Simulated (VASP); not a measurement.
# Ag (Pm-3m) in VASP: notebook, part 2 of 2

VASP 6.6.1.

**4. Single point, PBE (volume scaled by 0.52)**

The input, INCAR:

```
  PREC = Accurate
  ENCUT = 520
  EDIFF = 1E-7
  ISMEAR = -1
  SIGMA = 0.08
  LREAL = F
  LASPH = T
  NELM = 60
  ALGO = Normal
  ISIF = 2
  LWAVE = F
  LCHARG = F
  GGA = PE
  NBANDS = 12
```

The input, KPOINTS:

```
regular mesh
0
Gamma
  16 16 16
```

The input, POSCAR:

```
Ag
1.0
    2.2122687713      0.0000000000      0.0000000000
    0.0000000000      2.2122687713      0.0000000000
    0.0000000000      0.0000000000      2.2122687713
Ag
1
Direct
    0.0000000000      0.0000000000      0.0000000000
```

Potentials or basis: VASP PAW PBE potentials, release 64 (Ag).

Launch:

```sh
$ cat potpaw_PBE.64/Ag/POTCAR > POTCAR
$ mpirun -np 1 vasp_std > vasp.out
```

OUTCAR:

```text
PREC = Accurate
   ENCUT = 520
   EDIFF = 1E-7
   ISMEAR = -1
   LREAL = F
   LASPH = T
   NELM = 60
   ISIF = 2
   GGA = PE

 ion  position               nearest neighbor table
   1  0.000  0.000  0.000-

  LATTYP: Found a simple cubic cell.
 ALAT       =     2.2122687713

  Lattice vectors:

 A1 = (   2.2122687713,   0.0000000000,   0.0000000000)
 A2 = (   0.0000000000,   2.2122687713,   0.0000000000)
 A3 = (   0.0000000000,   0.0000000000,   2.2122687713)

Analysis of symmetry for initial positions (statically):
=====================================================================
 Subroutine PRICEL returns:
 Original cell was already a primitive cell.

 Routine SETGRP: Setting up the symmetry group for a
 simple cubic supercell.

 Subroutine GETGRP returns: Found 48 space group operations
 (whereof 48 operations were pure point group operations)
 out of a pool of 48 trial point group operations.

The static configuration has the point symmetry O_h .

Analysis of symmetry for dynamics (positions and initial velocities):
=====================================================================
 Subroutine PRICEL returns:
 Original cell was already a primitive cell.

 Routine SETGRP: Setting up the symmetry group for a
 simple cubic supercell.

 Subroutine GETGRP returns: Found 48 space group operations
 (whereof 48 operations were pure point group operations)
 out of a pool of 48 trial point group operations.

The dynamic configuration has the point symmetry O_h .

 Subroutine INISYM returns: Found 48 space group operations
 (whereof 48 operations are pure point group operations),
 and found     1 'primitive' translations

----------------------------------------------------------------------------------------

                                     Primitive cell

  volume of cell :      10.8271

  direct lattice vectors                    reciprocal lattice vectors
     2.212268771  0.000000000  0.000000000     0.452024642  0.000000000  0.000000000
     0.000000000  2.212268771  0.000000000     0.000000000  0.452024642  0.000000000
     0.000000000  0.000000000  2.212268771     0.000000000  0.000000000  0.452024642

  length of vectors
     2.212268771  2.212268771  2.212268771     0.452024642  0.452024642  0.452024642

  position of ions in fractional coordinates (direct lattice)
     0.000000000  0.000000000  0.000000000

  ion indices of the primitive-cell ions
   primitive index   ion index
                 1           1

----------------------------------------------------------------------------------------

 KPOINTS: regular mesh

Automatic generation of k-mesh.
 Grid dimensions read from file:
 generate k-points for:   16   16   16

 Generating k-lattice:

  Cartesian coordinates                     Fractional coordinates (reciprocal lattice)
     0.028251540  0.000000000  0.000000000     0.062500000  0.000000000  0.000000000
     0.000000000  0.028251540  0.000000000     0.000000000  0.062500000  0.000000000
     0.000000000  0.000000000  0.028251540     0.000000000  0.000000000  0.062500000

  Length of vectors
     0.028251540  0.028251540  0.028251540

  Shift w.r.t. Gamma in fractional coordinates (k-lattice)
     0.000000000  0.000000000  0.000000000

 Subroutine IBZKPT returns following result:
 ===========================================

 Found    165 irreducible k-points:

 Following reciprocal coordinates:
            Coordinates               Weight
  0.000000  0.000000  0.000000      1.000000
  0.062500  0.000000  0.000000      6.000000
  0.125000  0.000000  0.000000      6.000000
  0.187500  0.000000  0.000000      6.000000
  0.250000  0.000000  0.000000      6.000000
  0.312500  0.000000  0.000000      6.000000
[... 16 lines left out ...]
  0.437500  0.125000  0.000000     24.000000
  0.500000  0.125000  0.000000     12.000000
 [... further k-points ...]
   k-points           NKPTS =    165   k-points in BZ     NKDIM =    165   number of bands    NBANDS=     12
   number of dos      NEDOS =    301   number of ions     NIONS =      1
   total plane-waves  NPLWV =   4096
   dimension x,y,z NGX =    16 NGY =   16 NGZ =   16
   dimension x,y,z NGXF=    32 NGYF=   32 NGZF=   32
   ions per type =               1
   NGX,Y,Z   is equivalent  to a cutoff of  12.02, 12.02, 12.02 a.u.
   NGXF,Y,Z  is equivalent  to a cutoff of  24.05, 24.05, 24.05 a.u.
 SYSTEM =  unknown system
   PREC   = accura    normal or accurate (medium, high low for compatibility)
   ISTART =      0    job   : 0-new  1-cont  2-samecut
   ICHARG =      2    charge: 1-file 2-atom 10-const
   ISPIN  =      1    spin polarized calculation?
   LNONCOLLINEAR =      F non collinear calculations
   LSORBIT =      F    spin-orbit coupling
   LASPH  =      T    aspherical Exc in radial PAW
   ENCUT  =  520.0 eV  38.22 Ry    6.18 a.u.   4.11  4.11  4.11*2*pi/ulx,y,z
   NELM   =     60;   NELMIN=  2; NELMDL= -5     # of ELM steps
   EDIFF  = 0.1E-06   stopping-criterion for ELM
   LREAL  =      F    real-space projection
   EDIFFG = 0.1E-05   stopping-criterion for IOM
   NSW    =      0    number of steps for IOM
   IBRION =     -1    ionic relax: 0-MD 1-quasi-New 2-CG
   NFREE  =      0    steps in history (QN), initial steepest desc. (CG)
   ISIF   =      2    stress and relaxation
   ISYM   =      2    0-nonsym 1-usesym 2-fastsym
   POTIM  = 0.5000    time-step for ionic-motion
   TEBEG  =    0.0;   TEEND  =   0.0 temperature during run
   PSTRESS=    0.0 pullay stress
   NELECT =      11.0000    total number of electrons
   NUPDOWN=      -1.0000    fix difference up-down
   EMIN   =  10.00;   EMAX   =-10.00  energy-range for DOS
   EFERMI =   0.00;   METHOD = LEGACY
   ISMEAR =    -1;   SIGMA  =   0.08  broadening in eV -4-tet -1-fermi 0-gaus
   EFERMI_NEDOS =   21; number of points for ismear=-14 and -15
   IALGO  =     38    algorithm
   IMIX   =      4    mixing-type and parameters
     AMIX     =   0.40;   BMIX     =  1.00
     AMIX_MAG =   1.60;   BMIX_MAG =  1.00
  volume/ion in A,a.u.               =      10.83        73.07
  Fermi-wavevector in a.u.,A,eV,Ry     =   1.645765  3.110045 36.851960  2.708543
  Thomas-Fermi vector in A             =   2.735507
   LORBIT       =      0    0 simple, 1 ext, 2 COOP (PROOUT), +10 PAW based schemes
   GGA     = PE    functional components
   LHFCALC =     F    Hartree Fock is set to
   AEXX    =    0.0000 exact exchange contribution
   IVDW    =     0    specifies the selected vdW correction
   LEPSILON=     F    determine dielectric tensor
   LRPA    =     F    only Hartree local field effects (RPA)
 non-spin polarized calculation
  energy-cutoff  :      520.00
  volume of cell :       10.83
 maximum number of plane-waves:       304
   NGX =  9   NGY =  9   NGZ =  9

 number of electron      11.0000012 magnetization

 Free energy of the ion-electron system (eV)
  ---------------------------------------------------
  ext. energy  EPLUGINS =         0.00000000
  ---------------------------------------------------
  free energy    TOTEN  =         1.76990088 eV

  energy without entropy =        1.77276904  energy(sigma->0) =        1.77133496

 E-fermi :  16.7223     XC(G=0): -15.0146

 val. band max:       16.6168598615   @ k =   0.3750   0.3125   0.0625
 cond. band min:      16.7291105683   @ k =   0.3125   0.3125   0.1875
 fundamental gap:      0.1122507068
 Fermi energy:        16.7223325500

 k-point     1 :       0.0000    0.0000    0.0000
  band No.  band energies     occupation
      1       5.1794      2.00000
      2       5.7215      2.00000
      3       5.7215      2.00000
      4      13.9884      2.00000
      5      13.9884      2.00000
      6      13.9884      2.00000
      7      35.4196      0.00000
      8      35.4196      0.00000
      9      35.4196      0.00000
     10      44.7173      0.00000
     11      44.7173      0.00000
     12      45.3357      0.00000

 k-point     2 :       0.0625    0.0000    0.0000
  band No.  band energies     occupation
      1       5.3206      2.00000
      2       5.7522      2.00000
      3       5.8872      2.00000
      4      13.8484      2.00000
      5      13.8484      2.00000
      6      13.9993      2.00000
      7      34.4283      0.00000
      8      35.6897      0.00000
      9      35.6897      0.00000
     10      43.7870      0.00000
     11      44.9254      0.00000
     12      46.3092      0.00000
[... 316 lines left out ...]
 k-point    24 :       0.5000    0.1250    0.0000
  band No.  band energies     occupation
      1       6.9540      2.00000
      2       8.4015      2.00000
      3       9.2538      2.00000
      4      11.0437      2.00000
      5      13.8219      2.00000
      6      15.4996      2.00000
      7      22.3736      0.00000
      8      35.1553      0.00000
      9      39.8820      0.00000
     10      41.3153      0.00000
     11      45.3852      0.00000
     12      48.8135      0.00000

 [... further k-points ...]
[... 5 lines left out ...]
  --------------------------------------------------------------------------------------
  -------------------------------------------------------------------------------------
  Total       17.8284587     17.8284587     17.8284587     -0.0000000     -0.0000000      0.0000000
  in kB     2638.2182132   2638.2182132   2638.2182132     -0.0000000     -0.0000000      0.0000000
  external PRESSURE =    2638.2182132 kB  Pullay stress =       0.0000000 kB

 VOLUME and BASIS-vectors are now :
 -----------------------------------------------------------------------------
  energy-cutoff  :      520.00
  volume of cell :       10.83
      direct lattice vectors                 reciprocal lattice vectors
     2.212268771  0.000000000  0.000000000     0.452024642  0.000000000  0.000000000
     0.000000000  2.212268771  0.000000000     0.000000000  0.452024642  0.000000000
     0.000000000  0.000000000  2.212268771     0.000000000  0.000000000  0.452024642

 POSITION                                       TOTAL-FORCE (eV/Angst)
 -----------------------------------------------------------------------------------
      0.00000      0.00000      0.00000         0.000000      0.000000      0.000000
 -----------------------------------------------------------------------------------
    total drift:                               -0.000000      0.000000      0.000000

  FREE ENERGIE OF THE ION-ELECTRON SYSTEM (eV)
  ---------------------------------------------------
  free  energy   TOTEN  =         1.7699008837 eV

  energy  without entropy=        1.7727690424  energy(sigma->0) =        1.77133496
```

OSZICAR:

```text
N       E                     dE             d eps       ncg     rms          rms(c)
DAV:   1     0.592048738454E+02    0.59205E+02   -0.58087E+03  3976   0.894E+02
DAV:   2     0.236295131391E+01   -0.56842E+02   -0.54567E+02  4724   0.221E+02
DAV:   3     0.148877814549E+01   -0.87417E+00   -0.87374E+00  4532   0.270E+01
DAV:   4     0.148665133234E+01   -0.21268E-02   -0.21267E-02  4540   0.143E+00
DAV:   5     0.148664160453E+01   -0.97278E-05   -0.97301E-05  4644   0.845E-02    0.252E+01
DAV:   6     0.168825761823E+01    0.20162E+00   -0.19317E-01  4808   0.434E+00    0.152E+01
DAV:   7     0.176749454530E+01    0.79237E-01   -0.61322E-02  4868   0.227E+00    0.167E+00
DAV:   8     0.176992842960E+01    0.24339E-02   -0.55487E-03  4236   0.816E-01    0.438E-02
DAV:   9     0.176991006620E+01   -0.18363E-04   -0.76201E-05  4764   0.889E-02    0.125E-02
DAV:  10     0.176990081566E+01   -0.92505E-05   -0.38921E-06  4632   0.158E-02    0.199E-03
DAV:  11     0.176990088374E+01    0.68079E-07   -0.65903E-08  4516   0.206E-03
   1 F= 0.17699009E+01 E0= 0.17713350E+01  d E =-.286816E-02
```

Run time: 6.3 s. Hardware: 1 thread of Intel Xeon 6975P-C, shared host; peak memory 0.13 GiB.

What came out:

```
Free energy : 1.7699 eV
Pressure    : 263.8 GPa
```

Levels at points of the mesh, in eV from the Fermi level:
```csv
k point,band 2,band 3,band 4,band 5,band 6,band 7,band 8,band 9
"(0.00, 0.00, 0.00)",-11.00,-11.00,-2.73,-2.73,-2.73,18.70,18.70,18.70
"(0.50, 0.00, 0.00)",-9.08,-5.76,-5.76,-3.02,-2.44,5.65,18.13,23.94
"(0.50, 0.50, 0.00)",-8.67,-5.18,-5.18,-0.52,4.74,4.74,13.69,16.70
"(0.50, 0.50, 0.50)",-10.10,-10.10,-0.33,-0.33,8.64,13.90,13.90,13.90
```

**5. Single point, PBE (volume scaled by 0.52)**

The input, INCAR:

```
SYSTEM = Ag
PREC = Accurate
ENCUT = 520
EDIFF = 1E-6
ISMEAR = -1
SIGMA = 0.08
LREAL = .False.
LASPH = .True.
NELM = 80
ALGO = Normal
ISIF = 2
LWAVE = .False.
LCHARG = .False.
GGA = PE
NBANDS = 12
```

The input, KPOINTS:

```
regular mesh
0
Gamma
  16 16 16
  0 0 0
```

POSCAR is that of step 4.

Launch:

```sh
$ cat potpaw_PBE.64/Ag/POTCAR > POTCAR
$ mpirun -np 1 vasp_std > vasp.out
```

It took 6.9 s on 1 thread of Intel Xeon 6975P-C, shared host; peak memory 0.13 GiB.

It converged, with:

```
Free energy : 1.7699 eV
Pressure    : 263.8 GPa
```

Levels at points of the mesh, in eV from the Fermi level:
| k point | band 1 | band 2 | band 3 | band 4 | band 5 | band 6 | band 7 | band 8 | band 9 | band 10 |
| --- | --- | --- | --- | --- | --- | --- | --- | --- | --- | --- |
| (0.00, 0.00, 0.00) | -11.54 | -11.00 | -11.00 | -2.73 | -2.73 | -2.73 | 18.70 | 18.70 | 18.70 | 27.99 |
| (0.50, 0.00, 0.00) | -10.13 | -9.08 | -5.76 | -5.76 | -3.02 | -2.44 | 5.65 | 18.13 | 23.94 | 27.13 |
| (0.50, 0.50, 0.00) | -11.67 | -8.67 | -5.18 | -5.18 | -0.52 | 4.74 | 4.74 | 13.69 | 16.70 | 26.18 |
| (0.50, 0.50, 0.50) | -10.10 | -10.10 | -10.10 | -0.33 | -0.33 | 8.64 | 13.90 | 13.90 | 13.90 | 21.81 |

**6. Single point, PBE (volume scaled by 0.6)**

The input, INCAR:

```
  ALGO = Normal
  EDIFF = 1E-6
  ENCUT = 520
  GGA = PE
  ISIF = 2
  ISMEAR = -1
  LASPH = True
  LCHARG = True
  LELF = True
  LREAL = False
  LVHAR = True
  LWAVE = False
  NBANDS = 12
  NELM = 80
  PREC = Accurate
  SIGMA = 0.08
```

The input, KPOINTS:

```
k-points
0
Gamma
  16 16 16
```

The input, POSCAR:

```
Ag
1.0
    2.3203519192      0.0000000000      0.0000000000
    0.0000000000      2.3203519192      0.0000000000
    0.0000000000      0.0000000000      2.3203519192
Ag
1
Direct
    0.0000000000      0.0000000000      0.0000000000
```

Potentials or basis: VASP PAW PBE potentials, release 64 (Ag).

Launch:

```sh
$ cat potpaw_PBE.64/Ag/POTCAR > POTCAR
$ mpirun -np 1 vasp_std > vasp.out
```

Run time: 11 s. Hardware: 1 thread of Intel Xeon 6975P-C, shared host; peak memory 0.14 GiB.

The run converged. Its results:

```
Free energy : -0.2655 eV
Pressure    : 140.8 GPa
```

Levels at points of the mesh, in eV from the Fermi level:
| k point | band 1 | band 2 | band 3 | band 4 | band 5 | band 6 | band 7 | band 8 | band 9 | band 10 |
| --- | --- | --- | --- | --- | --- | --- | --- | --- | --- | --- |
| (0.00, 0.00, 0.00) | -10.09 | -9.30 | -9.30 | -2.68 | -2.68 | -2.68 | 17.77 | 17.77 | 17.77 | 25.94 |
| (0.50, 0.00, 0.00) | -8.61 | -7.87 | -5.03 | -5.03 | -2.45 | -2.27 | 4.55 | 18.33 | 22.96 | 25.46 |
| (0.50, 0.50, 0.00) | -9.72 | -7.49 | -4.58 | -4.58 | -0.93 | 4.57 | 4.57 | 12.70 | 14.08 | 25.31 |
| (0.50, 0.50, 0.50) | -8.47 | -8.47 | -8.47 | -0.78 | -0.78 | 9.51 | 12.40 | 12.40 | 12.40 | 19.80 |

**7. Overview**

| cell | gap on the mesh (eV) | pressure (GPa) |
| --- | --- | --- |
| a = 2.108 Å, 1 atom | none | 466.7 |
| a = 2.212 Å, 1 atom | none | 263.8 |
| a = 2.320 Å, 1 atom | none | 140.8 |

Alike in all rows: task single point; level PBE; potentials or basis VASP PAW PBE potentials, release 64 (Ag); no spin polarisation; k mesh 16 × 16 × 16; cutoff (eV) 520; smearing fermi-dirac 0.08 eV.

Absolute energies hang on the potentials; compare differences alone.
